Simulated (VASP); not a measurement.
# Li7NbO6 (R3) in VASP: electric field gradients with r2SCAN

Aim: the electric field gradients of Li7NbO6 with r2SCAN.

Everything below comes from runs of VASP 6.6.1. Logs are shortened: lines on timing, memory, paths and dates and some standing lists are left out, and cuts for length are marked.

## (1) The cell of the first run

It takes space group R3 (No. 146, trigonal). The conventional cell has a = 5.610 Å, b = 5.610 Å, c = 14.774 Å, α = 90.00°, β = 90.00°, γ = 120.00°. Li (site symmetry 1) has 4 O at 1.90 to 2.03 Å and 4 Li at 2.38 to 2.58 Å within 2.6 Å. Within 2.8 Å of Li (site symmetry 1) lie 4 O at 1.96 to 2.04 Å and 6 Li at 2.38 to 2.71 Å and 1 Nb at 2.70 Å. Li (site symmetry 3) has 6 O at 2.12 to 2.40 Å and 6 Li at 2.49 to 2.58 Å within 2.8 Å. Within 2.8 Å of Nb (site symmetry 3) lie 6 O at 2.02 to 2.06 Å and 6 Li at 2.70 to 2.73 Å. Within 2.6 Å of O (site symmetry 1) lie 5 Li at 1.96 to 2.12 Å and 1 Nb at 2.06 Å. Within 2.5 Å of O (site symmetry 1) lie 5 Li at 1.90 to 2.40 Å and 1 Nb at 2.02 Å.

## (2) Electric field gradients, r2SCAN

The input, POSCAR:

```
Li7NbO6
1.0
    2.8051687724      1.6195649459      4.9247496334
   -2.8051687724      1.6195649459      4.9247496334
    0.0000000000     -3.2391298917      4.9247496334
Li Nb O
7 1 6
Direct
    0.2744680000      0.5065700000      0.8762530000
    0.0685170000      0.7643990000      0.5107240000
    0.5107240000      0.0685170000      0.7643990000
    0.3453740000      0.3453740000      0.3453740000
    0.5065700000      0.8762530000      0.2744680000
    0.8762530000      0.2744680000      0.5065700000
    0.7643990000      0.5107240000      0.0685170000
    0.9997880000      0.9997880000      0.9997880000
    0.1157570000      0.3606630000      0.7692030000
    0.2046830000      0.9284020000      0.6242810000
    0.6242810000      0.2046830000      0.9284020000
    0.3606630000      0.7692030000      0.1157570000
    0.7692030000      0.1157570000      0.3606630000
    0.9284020000      0.6242810000      0.2046830000
```

The input, INCAR.step1:

```
PREC = Accurate ; ENCUT = 520
ISMEAR = -1 ; SIGMA = 0.02
LREAL = False ; LASPH = True
NELM = 100 ; NBANDS = 48
GGA = PE ; ALGO = Normal
EDIFF = 1E-4 ; LWAVE = True
LCHARG = False
```

The input, INCAR.step2:

```
PREC = Accurate ; ENCUT = 520
EDIFF = 1E-8 ; ISMEAR = -1
SIGMA = 0.02 ; LREAL = False
LASPH = True ; NELM = 100
ALGO = Normal ; ISIF = 2
LWAVE = False ; LCHARG = False
METAGGA = R2SCAN ; LMIXTAU = True
LEFG = True ; NBANDS = 48
ISTART = 1
```

The input, KPOINTS:

```
Automatic mesh
0
Gamma
  5 5 5
```

Potentials or basis: VASP PAW PBE potentials, release 64 (Li_sv, Nb_sv, O).

Command:

```bash
$ cat potpaw_PBE.64/Li_sv/POTCAR potpaw_PBE.64/Nb_sv/POTCAR potpaw_PBE.64/O/POTCAR > POTCAR
$ cp INCAR.step1 INCAR
$ mpirun -np 1 vasp_std > vasp.out
$ cp INCAR.step2 INCAR
$ mpirun -np 1 vasp_std > vasp.out
```

OUTCAR:

```text
PREC = Accurate
   ENCUT = 520
   EDIFF = 1E-8
   ISMEAR = -1
   LREAL = False
   LASPH = True
   NELM = 100
   ISIF = 2
   METAGGA = R2SCAN
   ISTART = 1

 ion  position               nearest neighbor table
   1  0.274  0.507  0.876-  11 1.90  14 2.00  10 2.02   9 2.03   2 2.38   3 2.44   7 2.56   4 2.58
                             8 2.73
   2  0.069  0.764  0.511-   9 1.96  13 1.97  12 2.00  10 2.04   1 2.38   5 2.44   4 2.49   6 2.56
                             8 2.70
   3  0.511  0.069  0.764-  13 1.96  12 1.97   9 2.00  11 2.04   6 2.38   1 2.44   4 2.49   5 2.56
                             8 2.70
   4  0.345  0.345  0.345-   9 2.12  13 2.12  12 2.12   3 2.49   2 2.49   7 2.49   1 2.58   5 2.58
                             6 2.58
   5  0.507  0.876  0.274-  10 1.90  11 2.00  14 2.02  12 2.03   7 2.38   2 2.44   3 2.56   4 2.58
                             8 2.73
   6  0.876  0.274  0.507-  14 1.90  10 2.00  11 2.02  13 2.03   3 2.38   7 2.44   2 2.56   4 2.58
                             8 2.73
   7  0.764  0.511  0.069-  12 1.96   9 1.97  13 2.00  14 2.04   5 2.38   6 2.44   4 2.49   1 2.56
                             8 2.70
   8  1.000  1.000  1.000-  10 2.02  11 2.02  14 2.02  13 2.06  12 2.06   9 2.06   2 2.70   7 2.70
                             3 2.70   6 2.73   1 2.73   5 2.73
   9  0.116  0.361  0.769-   2 1.96   7 1.97   3 2.00   1 2.03   8 2.06   4 2.12
  10  0.205  0.928  0.624-   5 1.90   6 2.00   1 2.02   8 2.02   2 2.04
  11  0.624  0.205  0.928-   1 1.90   5 2.00   6 2.02   8 2.02   3 2.04
  12  0.361  0.769  0.116-   7 1.96   3 1.97   2 2.00   5 2.03   8 2.06   4 2.12
  13  0.769  0.116  0.361-   3 1.96   2 1.97   7 2.00   6 2.03   8 2.06   4 2.12
  14  0.928  0.624  0.205-   6 1.90   1 2.00   5 2.02   8 2.02   7 2.04

  LATTYP: Found a trigonal (rhomboedric) cell.
 ALAT       =     5.8944992499
 COS(alpha) =     0.5470459435

  Lattice vectors:

 A1 = (   2.8051687724,   1.6195649459,   4.9247496334)
 A2 = (  -2.8051687724,   1.6195649459,   4.9247496334)
 A3 = (   0.0000000000,  -3.2391298917,   4.9247496334)

Analysis of symmetry for initial positions (statically):
=====================================================================
 Subroutine PRICEL returns:
 Original cell was already a primitive cell.

 Routine SETGRP: Setting up the symmetry group for a
 trigonal (rhombohedral) supercell.

 Subroutine GETGRP returns: Found  3 space group operations
 (whereof  3 operations were pure point group operations)
 out of a pool of 12 trial point group operations.

The static configuration has the point symmetry C_3 .

Analysis of symmetry for dynamics (positions and initial velocities):
=====================================================================
 Subroutine PRICEL returns:
 Original cell was already a primitive cell.

 Routine SETGRP: Setting up the symmetry group for a
 trigonal (rhombohedral) supercell.

 Subroutine GETGRP returns: Found  3 space group operations
 (whereof  3 operations were pure point group operations)
 out of a pool of 12 trial point group operations.

The dynamic configuration has the point symmetry C_3 .

 Subroutine INISYM returns: Found  3 space group operations
 (whereof  3 operations are pure point group operations),
 and found     1 'primitive' translations

----------------------------------------------------------------------------------------

                                     Primitive cell

  volume of cell :     134.2433

  direct lattice vectors                    reciprocal lattice vectors
     2.805168772  1.619564946  4.924749633     0.178242395  0.102908295  0.067685336
    -2.805168772  1.619564946  4.924749633    -0.178242395  0.102908295  0.067685336
     0.000000000 -3.239129892  4.924749633     0.000000000 -0.205816589  0.067685336

  length of vectors
     5.894499250  5.894499250  5.894499250     0.216660502  0.216660502  0.216660502

  position of ions in fractional coordinates (direct lattice)
     0.274468000  0.506570000  0.876253000
     0.068517000  0.764399000  0.510724000
     0.510724000  0.068517000  0.764399000
[... 136 lines left out ...]
 number of electron      69.9999998 magnetization

 Free energy of the ion-electron system (eV)
  ---------------------------------------------------
  ext. energy  EPLUGINS =         0.00000000
  ---------------------------------------------------
  free energy    TOTEN  =      -110.37655158 eV

  energy without entropy =     -110.37655158  energy(sigma->0) =     -110.37655158

 E-fermi :   2.1770     XC(G=0): -10.4414

 val. band max:        1.6063852822   @ k =   0.0000   0.0000   0.0000
 cond. band min:       5.6685626970   @ k =   0.4000  -0.0000  -0.0000
 fundamental gap:      4.0621774148
 Fermi energy:         2.1770352881

 k-point     1 :       0.0000    0.0000    0.0000
  band No.  band energies     occupation
      1     -54.6246      2.00000
      2     -43.1020      2.00000
      3     -42.6007      2.00000
      4     -42.5673      2.00000
      5     -42.5673      2.00000
      6     -42.3987      2.00000
[... 1139 lines left out ...]
     46      12.9136      0.00000
     47      13.4553      0.00000
 [bands above 47 left out]

------------------------ aborting loop because EDIFF is reached ----------------------------------------

  FORCE on cell =-STRESS in cart. coord.  units (eV):
  Direction    XX          YY          ZZ          XY          YZ          ZX
  --------------------------------------------------------------------------------------
  -------------------------------------------------------------------------------------
  Total       -5.4490156     -5.4490156     -5.1904769      0.0000491     -0.0000000      0.0000000
  in kB      -65.0333102    -65.0333102    -61.9476842      0.0005856     -0.0000000      0.0000000
  external PRESSURE =     -64.0047682 kB  Pullay stress =       0.0000000 kB

 VOLUME and BASIS-vectors are now :
 -----------------------------------------------------------------------------
  energy-cutoff  :      520.00
  volume of cell :      134.24
      direct lattice vectors                 reciprocal lattice vectors
     2.805168772  1.619564946  4.924749633     0.178242395  0.102908295  0.067685336
    -2.805168772  1.619564946  4.924749633    -0.178242395  0.102908295  0.067685336
     0.000000000 -3.239129892  4.924749633     0.000000000 -0.205816589  0.067685336

 POSITION                                       TOTAL-FORCE (eV/Angst)
 -----------------------------------------------------------------------------------
     -0.65109     -1.57336      8.16174         0.029046     -0.092840     -0.028209
     -1.95207     -0.30534      6.61709        -0.026156      0.092778      0.091160
      1.24047     -1.53787      6.61709        -0.067270     -0.069040      0.091160
      0.00000      0.00000      5.10264         0.000000      0.000000      0.058177
     -1.03702      1.35053      8.16174        -0.094925      0.021266     -0.028209
      1.68811      0.22282      8.16174         0.065879      0.071574     -0.028209
      0.71160      1.84321      6.61709         0.093426     -0.023737      0.091160
      0.00000      0.00000     14.77112         0.000000     -0.000000     -0.233270
     -0.68700     -1.71996      6.13438         0.202262     -0.282473     -0.226756
     -2.03015     -0.18702      8.65459        -0.256920     -0.359036      0.222169
      1.17704     -1.66465      8.65459         0.439395     -0.042981      0.222169
     -1.14602      1.45494      6.13438        -0.345760     -0.033928     -0.226756
      1.83303      0.26502      6.13438         0.143498      0.316401     -0.226756
      0.85311      1.85168      8.65459        -0.182474      0.402018      0.222169
 -----------------------------------------------------------------------------------
    total drift:                               -0.000000      0.000001      0.051950

  FREE ENERGIE OF THE ION-ELECTRON SYSTEM (eV)
  ---------------------------------------------------
  free  energy   TOTEN  =      -110.3765515772 eV

  energy  without entropy=     -110.3765515772  energy(sigma->0) =     -110.37655158

 Electric field gradients (V/A^2)
---------------------------------------------------------------------
 ion       V_xx      V_yy      V_zz      V_xy      V_xz      V_yz
---------------------------------------------------------------------
   1      -0.447     0.143     0.304    -0.020    -0.380    -0.680
   2      -0.424     0.159     0.264     0.623     0.419    -0.634
   3       0.553    -0.817     0.264    -0.059     0.339     0.680
   4      -0.376    -0.376     0.751     0.000    -0.000    -0.000
   5       0.013    -0.317     0.304    -0.245    -0.399     0.669
   6      -0.022    -0.282     0.304     0.266     0.779     0.011
   7      -0.526     0.262     0.264    -0.564    -0.759    -0.046
   8      10.456    10.456   -20.911     0.000    -0.000    -0.000
   9       7.304    -3.870    -3.434    -1.817    -3.120    10.507
  10       5.271    -4.724    -0.547    -3.386    -5.030    -2.333
  11      -5.157     5.704    -0.547    -2.635     4.536    -3.190
  12       0.497     2.937    -3.434     5.747    10.659    -2.551
  13      -2.650     6.084    -3.434    -3.930    -7.539    -7.955
  14       0.707    -0.160    -0.547     6.021     0.495     5.523
---------------------------------------------------------------------

 Electric field gradients after diagonalization (V/A^2)
 (convention: |V_zz| > |V_xx| > |V_yy|)
----------------------------------------------------------------------
 ion       V_xx      V_yy      V_zz     asymmetry (V_yy - V_xx)/ V_zz
----------------------------------------------------------------------
   1      -0.744    -0.218     0.962       0.548
   2       0.863     0.307    -1.170       0.476
   3       0.863     0.307    -1.170       0.476
   4      -0.376    -0.376     0.751       0.000
   5      -0.744    -0.218     0.962       0.548
   6      -0.744    -0.218     0.962       0.548
   7       0.863     0.307    -1.170       0.476
   8      10.456    10.456   -20.911       0.000
   9      10.605     3.594   -14.198       0.494
  10      -7.968    -0.465     8.433       0.890
  11      -7.968    -0.465     8.433       0.890
  12      10.605     3.594   -14.198       0.494
  13      10.605     3.594   -14.198       0.494
  14      -7.968    -0.465     8.433       0.890
----------------------------------------------------------------------

           NMR quadrupolar parameters

 Cq : quadrupolar parameter    Cq=e*Q*V_zz/h
 eta: asymmetry parameters     (V_yy - V_xx)/ V_zz
 Q  : nuclear electric quadrupole moment in mb (millibarn)
----------------------------------------------------------------------
 ion       Cq(MHz)       eta       Q (mb)
----------------------------------------------------------------------
   1       0.002       0.548       1.000
   2      -0.003       0.476       1.000
   3      -0.003       0.476       1.000
   4       0.002       0.000       1.000
   5       0.002       0.548       1.000
   6       0.002       0.548       1.000
   7      -0.003       0.476       1.000
   8      -0.051       0.000       1.000
   9      -0.034       0.494       1.000
  10       0.020       0.890       1.000
  11       0.020       0.890       1.000
  12      -0.034       0.494       1.000
  13      -0.034       0.494       1.000
  14       0.020       0.890       1.000
----------------------------------------------------------------------
```

It took 23 min on 1 thread of Intel Xeon Platinum 8259CL at 2.50GHz (Skylake/Cascade Lake), shared host; peak memory 0.44 GiB.

What came out:

```yaml
Free_energy: -110.3766 eV
Largest_force: 0.494 eV/Å
Band_gap_on_the_k_mesh: 4.06 eV (least direct gap 4.26 eV)
Largest_electric_field_gradient_by_atom: Li +1.0, -1.2, +0.8 (each value once); Nb -20.9; O -14.2, +8.4 (each value once) V/Å²
```

Forces in eV/Å, atoms in the order of the input:
```
Li   0.029 -0.093 -0.028
Li  -0.026  0.093  0.091
Li  -0.067 -0.069  0.091
Li   0.000  0.000  0.058
Li  -0.095  0.021 -0.028
Li   0.066  0.072 -0.028
Li   0.093 -0.024  0.091
Nb   0.000  0.000 -0.233
O    0.202 -0.282 -0.227
O   -0.257 -0.359  0.222
O    0.439 -0.043  0.222
O   -0.346 -0.034 -0.227
O    0.143  0.316 -0.227
O   -0.182  0.402  0.222
```

Electric field gradients, principal values (V/Å²):
| atom | least | middle | greatest (by size) |
| --- | --- | --- | --- |
| 1 Li | -0.218 | -0.744 | 0.962 |
| 2 Li | 0.307 | 0.863 | -1.170 |
| 3 Li | 0.307 | 0.863 | -1.170 |
| 4 Li | -0.376 | -0.376 | 0.751 |
| 5 Li | -0.218 | -0.744 | 0.962 |
| 6 Li | -0.218 | -0.744 | 0.962 |
| 7 Li | 0.307 | 0.863 | -1.170 |
| 8 Nb | 10.456 | 10.456 | -20.911 |
| 9 O | 3.594 | 10.605 | -14.198 |
| 10 O | -0.465 | -7.968 | 8.433 |
| 11 O | -0.465 | -7.968 | 8.433 |
| 12 O | 3.594 | 10.605 | -14.198 |
| 13 O | 3.594 | 10.605 | -14.198 |
| 14 O | -0.465 | -7.968 | 8.433 |

Caveat: the cutoff is under 1.25 times the usual one of these potentials, so pressure, stress and relaxed cells hold a basis-set (Pulay) error; without QUAD_EFG the Cq values of the log hold for a quadrupole moment of 1 mb, not for the nuclei; the PAW data sets were made with another functional, which shifts forces and pressure a little; an odd mesh through Γ misses points on the zone boundary, where band edges can lie.
